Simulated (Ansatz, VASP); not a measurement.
Given: the input of a run of Ansatz 0.2.0 on Se.

File input.yaml:

```yaml
crystal:
  lattice:
    - [2.81056302, 0.0, 0.0]
    - [0.0, 2.81056302, 0.0]
    - [0.0, 0.0, 2.81056302]
  atoms:
    - { symbol: Se, position: [0.0, 0.0, 0.0] }
hamiltonian:
  xc: pbesol
  pseudopotentials: { kind: paw }
  dispersion: d3bj
kpoints:
  mp_grid: { grid: [9, 9, 9] }
scf:
  occupations: { method: fermi_dirac, width: 0.05 }
output:
  forces: true
  stress: true
  eigenvalues: true
relax:
  f_tol: 0.01
  max_steps: 40
  cell: { stress_tol: 0.05 }
```

Potentials or basis: Ansatz PAW.

The run is started by

```console
$ ansatz run input.yaml --threads 2 --pin off --max-ram 5632MiB --backend cpu --events-out ev --progress --plain --runs-dir out
```

Q: Translate it to VASP 6.6.1. Potentials there: VASP PAW PBE potentials, release 64 (Se).

A: As run (the cutoff follows the program's own potentials):

File INCAR:

```
ALGO     = Normal         # electronic algorithm
EDIFF    = 1E-6           # SCF threshold, eV
EDIFFG   = -0.01          # ionic threshold
ENCUT    = 600            # plane-wave cutoff, eV
GGA      = PS             # functional
IBRION   = 2              # ionic algorithm
ISIF     = 3              # what is computed and relaxed
ISMEAR   = -1             # smearing method
IVDW     = 12             # dispersion correction
LASPH    = T              # aspherical terms in the spheres
LCHARG   = F              # write CHGCAR
LREAL    = F              # projectors in reciprocal space
LWAVE    = F              # write WAVECAR
NELM     = 100            # most SCF steps
NSW      = 60             # ionic steps
PREC     = Accurate       # precision mode
SIGMA    = 0.05           # smearing width, eV
```

File KPOINTS:

```
k-points
0
Gamma
  9 9 9
```

File POSCAR:

```
Se
1.0
    2.8105630200      0.0000000000      0.0000000000
    0.0000000000      2.8105630200      0.0000000000
    0.0000000000      0.0000000000      2.8105630200
Se
1
Direct
    0.0000000000      0.0000000000      0.0000000000
```

Potentials or basis: VASP PAW PBE potentials, release 64 (Se).

Run with:

```sh
$ cat potpaw_PBE.64/Se/POTCAR > POTCAR
$ mpirun -np 1 vasp_std > vasp.out
```

Both were run:

|  | VASP | Ansatz | Ansatz less VASP |
| --- | --- | --- | --- |
| gap on the k mesh at the Fermi level, each at its own relaxed structure (eV) | none | none | - |
| relaxed volume (Å³/atom) | 21.07 | 21.04 | -0.025 |
| relaxed cell length with the largest relative difference (Å) | 2.762 | 2.761 | -0.0011 |

VASP's potentials were made for PBE, not for PBEsol. A gap of «none» marks a metal or a gap that the smearing closes. VASP's potentials hold 6 valence electrons a cell and Ansatz's 16, so a difference there can come from the potentials and not from the codes.

Noted on Ansatz's run: the plane-wave basis is chosen anew once the cell has moved, so the energies of steps on either side of that aren't comparable.
